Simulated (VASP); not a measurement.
Crystal: TiAl.

```
Ti Al
1.0
     3.01800    0.00000    0.00000
     0.00000    3.01800    0.00000
     0.00000    0.00000    3.01800
Ti Al
1 1
Cartesian
  1.5090 1.5090 1.5090
  0.0000 0.0000 0.0000
```

* Program: VASP 6.6.1
* Task: relaxation of cell and atoms
* Functional: PBE
* Potentials or basis: VASP PAW PBE potentials, release 64 (Ti_sv, Al)
* Cutoff: 600 eV
* k mesh: 6 × 6 × 6
* Occupations: gaussian, width 0.1 eV
* Spin: no spin polarisation

At the start: pressure 24.8 GPa; volume 13.74 Å³/atom.

**Question.** How do energy, volume and symmetry change on relaxing?

**Answer.** Over 3 steps the energy falls by 162.6 meV/atom and the volume is 16.17 Å³/atom (+17.7 %); space group Pm-3m (No. 221, to 0.1 Å) before and after.

The path:
| step | energy change (eV) | largest force (eV/Å) | pressure (GPa) | volume (Å³) |
| --- | --- | --- | --- | --- |
| 1 | 0.0000 | 0.0000 | 24.82 | 27.49 |
| 2 | -0.1452 | 0.0000 | -11.17 | 36.86 |
| 3 | -0.3251 | 0.0000 | -0.18 | 32.34 |

Final structure:
```cif
data_structure
_symmetry_space_group_name_H-M 'P 1'
_symmetry_Int_Tables_number 1
_cell_length_a 3.1861
_cell_length_b 3.1861
_cell_length_c 3.1861
_cell_angle_alpha 90.000
_cell_angle_beta 90.000
_cell_angle_gamma 90.000
_cell_volume 32.34
loop_
_atom_site_label
_atom_site_type_symbol
_atom_site_fract_x
_atom_site_fract_y
_atom_site_fract_z
_atom_site_occupancy
Ti1 Ti 0.50000 0.50000 0.50000 1
Al1 Al 0.00000 0.00000 0.00000 1
```

Caveat: the volume moved by over 15 % at a fixed basis, so the end points are rough.
